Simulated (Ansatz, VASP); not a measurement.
Two plane-wave programs on Cd

```
CELL_PARAMETERS angstrom
1.60803 0.92840 2.44929
-1.60803 0.92840 2.44929
0.00000 -1.85679 2.44929
ATOMIC_POSITIONS crystal
Cd 0.00000 0.00000 0.00000
```

Alike in both runs: functional LDA; k mesh 10 × 10 × 10; occupations fermi-dirac, width 0.01 eV; non-collinear spin, spin-orbit coupling.

|  | VASP | Ansatz |
| --- | --- | --- |
| version | VASP 6.6.1 | Ansatz 0.2.0 |
| potentials or method | VASP PAW LDA potentials, release 64 (Cd) | PseudoDojo standard (PBE files) |
| plane-wave cutoff (eV) | 500 | 1388 |
| valence electrons in the cell | 12 | 20 |
| task | single point | density of states |

```tsv
	VASP	Ansatz	Ansatz less VASP
net moment per atom (μB)	0.00	0.00	0.000
```

LDA's correlation is that of Perdew and Zunger in VASP and of Perdew and Wang (1992) in Ansatz. VASP's potentials hold 12 valence electrons a cell and Ansatz's 20, so a difference there can come from the potentials and not from the codes.
